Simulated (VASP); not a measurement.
## LiNbO3: single point with PBE

LiNbO3:

```
Li Nb O
1.0
     2.61117    1.50756    4.59778
    -2.61117    1.50756    4.59778
     0.00000   -3.01512    4.59778
Li Nb O
2 2 6
Direct
  0.25000 0.25000 0.25000
  0.75000 0.75000 0.75000
  0.00000 0.00000 0.00000
  0.50000 0.50000 0.50000
  0.13030 0.36970 0.75000
  0.75000 0.13030 0.36970
  0.36970 0.75000 0.13030
  0.25000 0.86970 0.63030
  0.86970 0.63030 0.25000
  0.63030 0.25000 0.86970
```

```
Program             : VASP 6.6.1
Task                : single point
Functional          : PBE
Potentials or basis : VASP PAW PBE potentials, release 64 (Li_sv, Nb_sv, O)
Cutoff              : 520 eV
k mesh              : 6 × 6 × 6
Occupations         : gaussian, width 0.02 eV
Spin                : no spin polarisation
```

- Largest force: 0.019 eV/Å
- Band gap on the k mesh: 2.49 eV, indirect (least direct gap 2.61 eV)

Forces on the atoms (eV/Å):
```
Li   0.000  0.000  0.000
Li   0.000  0.000  0.000
Nb   0.000  0.000  0.000
Nb   0.000  0.000  0.000
O    0.019  0.000  0.000
O   -0.010  0.017  0.000
O   -0.010 -0.017  0.000
O    0.010 -0.017  0.000
O   -0.019  0.000  0.000
O    0.010  0.017  0.000
```

Levels at points of the mesh, in eV from the valence-band top:
| k point | band 32 | band 33 | band 34 | band 35 | band 36 | band 37 |
| --- | --- | --- | --- | --- | --- | --- |
| (0.00, 0.00, 0.00) | -0.20 | -0.20 | -0.07 | 2.54 | 2.54 | 2.71 |
| (0.50, 0.00, 0.00) | -0.28 | -0.23 | -0.23 | 4.08 | 4.08 | 4.12 |
| (0.50, 0.50, 0.00) | -0.42 | -0.31 | -0.26 | 2.49 | 3.57 | 3.92 |
| (0.50, 0.50, 0.50) | -0.30 | -0.30 | -0.30 | 4.14 | 4.14 | 4.39 |

It took 110 s on 1 thread of Intel(R) Xeon(R) Platinum 8559C (Emerald Rapids), with other jobs on the host, peak memory 0.32 GiB.

 A k mesh can miss the band edges.
